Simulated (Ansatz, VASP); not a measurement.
## Two plane-wave programs on PtC

```
Pt C
1.0
     3.22226    0.00000    0.00000
    -1.61113    2.79056    0.00000
     0.00000    0.00000    5.84441
Pt C
2 2
Direct
  0.33333 0.66667 0.01009
  0.66667 0.33333 0.51009
  0.33333 0.66667 0.37201
  0.66667 0.33333 0.87201
```

Alike in both runs: task relaxation of cell and atoms; functional PBE; k mesh 18 × 18 × 8; occupations gaussian, width 0.1 eV; no spin polarisation.

|  | VASP | Ansatz |
| --- | --- | --- |
| version | VASP 6.6.1 | Ansatz 0.2.0 |
| potentials or method | VASP PAW PBE potentials, release 64 (Pt, C), cutoff 600 eV | scalar-relativistic, plane waves, PAW |
| valence electrons in the cell | 28 | 44 |

|  | VASP | Ansatz | Ansatz less VASP |
| --- | --- | --- | --- |
| gap on the k mesh at the Fermi level, each at its own relaxed structure (eV) | none | none | - |
| relaxed volume (Å³/atom) | 13.16 | 13.15 | -0.006 |
| relaxed length of the cell vector where the two differ most in proportion (Å) | 5.848 | 5.846 | -0.0019 |

A gap of «none» marks a metal or a gap that the smearing closes. VASP's potentials hold 28 valence electrons a cell and Ansatz's 44, so a difference there can come from the potentials and not from the codes.

Neither program's run includes spin-orbit coupling.
